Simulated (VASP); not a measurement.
The system is BAs.

```
CELL_PARAMETERS angstrom
0.00000 2.43535 2.43535
2.43535 0.00000 2.43535
2.43535 2.43535 0.00000
ATOMIC_POSITIONS crystal
As 0.75000 0.75000 0.75000
B 0.00000 0.00000 0.00000
```

Base run:

```yaml
Program: VASP 6.6.1
Functional: PBEsol
Potentials_or_basis: VASP PAW PBE potentials, release 64 (As, B)
Cutoff: 520 eV
k_mesh: 10 × 10 × 10
Occupations: fermi-dirac, width 0.05 eV
Spin: no spin polarisation
```

Its results: band gap on the k mesh 1.13 eV, indirect (least direct gap 3.17 eV); pressure -7.2 GPa.

Question: The run is repeated on the same cell with these changes: functional from PBEsol to PBEsol-based screened hybrid; k mesh from 10 × 10 × 10 to 5 × 5 × 5. What comes out?

Answer: Band gap on the k mesh 1.84 eV, indirect (least direct gap 4.02 eV); pressure -9.9 GPa.

Several settings changed at once, so the effect can't be laid on one alone.

Caveats: some runs use coarse meshes; the PAW data sets were made with another functional, which shifts forces and pressure a little.

A k mesh can miss the band edges.
